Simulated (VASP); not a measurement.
Set up this calculation in VASP 6.6.1, as the native input.

| Property | Result |
| --- | --- |
| Task | relaxation of cell and atoms |
| Functional | r2SCAN |
| Dispersion | rVV10 |
| Potentials or basis | VASP PAW PBE potentials, release 64 (Au_sv_GW) |
| Cutoff | 550 eV |
| k mesh | 11 × 11 × 11 |
| Occupations | fermi-dirac, width 0.05 eV |
| Spin | no spin polarisation |
| Dipole correction | no |
| Second run | valence_matched |
| Further INCAR settings | ALGO = Normal; EDIFF = 1e-07; IBRION = 2; EDIFFG = -0.01; NSW = 60; ISIF = 3 |

Au:

```
Au
1.0
     0.00000    2.03500    2.03500
     2.03500    0.00000    2.03500
     2.03500    2.03500    0.00000
Au
1
Direct
  0.00000 0.00000 0.00000
```

These files were run (other wordings do the same):

POSCAR

```
Au
1.0
    0.0000000000      2.0350000000      2.0350000000
    2.0350000000      0.0000000000      2.0350000000
    2.0350000000      2.0350000000      0.0000000000
Au
1
Direct
    0.0000000000      0.0000000000      0.0000000000
```

INCAR.step1

```
SYSTEM = Au
PREC = Accurate ; ENCUT = 550
ISMEAR = -1 ; SIGMA = 0.05
LREAL = .False. ; LASPH = .True.
NELM = 120 ; GGA = PE
ALGO = Normal ; EDIFF = 1E-5
LWAVE = .True. ; LCHARG = .False.
GGA_COMPAT = .False. ; IBRION = 2
ISIF = 3 ; EDIFFG = -0.005
NELMIN = 4 ; NSW = 100
```

INCAR.step2

```
SYSTEM = Au
PREC = Accurate ; ENCUT = 550
EDIFF = 1E-7 ; ISMEAR = -1
SIGMA = 0.05 ; LREAL = .False.
LASPH = .True. ; NELM = 120
ALGO = Normal ; ISIF = 3
LWAVE = .False. ; LCHARG = .False.
METAGGA = R2SCAN ; LMIXTAU = .True.
LUSE_VDW = .True. ; IVDW_NL = 2
BPARAM = 11.95 ; CPARAM = 0.0093
IBRION = 2 ; NSW = 60
EDIFFG = -0.01 ; ISTART = 1
GGA_COMPAT = .False. ; NELMIN = 4
```

KPOINTS

```
Automatic mesh
0
Gamma
  11 11 11
  0 0 0
```

Potentials or basis: VASP PAW PBE potentials, release 64 (Au_sv_GW).

Command:

```sh
$ cat potpaw_PBE.64/Au_sv_GW/POTCAR > POTCAR
$ cp INCAR.step1 INCAR
$ mpirun -np 1 vasp_std > vasp.out
$ cp INCAR.step2 INCAR
$ mpirun -np 1 vasp_std > vasp.out
```

It gave:

```
Relaxed volume                         : 17.20 Å³/atom
Relaxed cell                           : a = 2.897 Å, b = 2.897 Å, c = 2.897 Å, α = 60.00°, β = 60.00°, γ = 60.00°
Space group after relaxing (to 0.05 Å) : Fm-3m (No. 225)
Energy gained by relaxing              : 4.1 meV/atom
Ionic steps                            : 4
Pressure after relaxing                : 0.1 GPa
```

Caveat: the PAW data sets were made with another functional, which shifts forces and pressure a little.

It took 3 min on 1 thread of Intel(R) Xeon(R) 6975P-C (Granite Rapids), with other jobs on the host, peak memory 0.23 GiB.
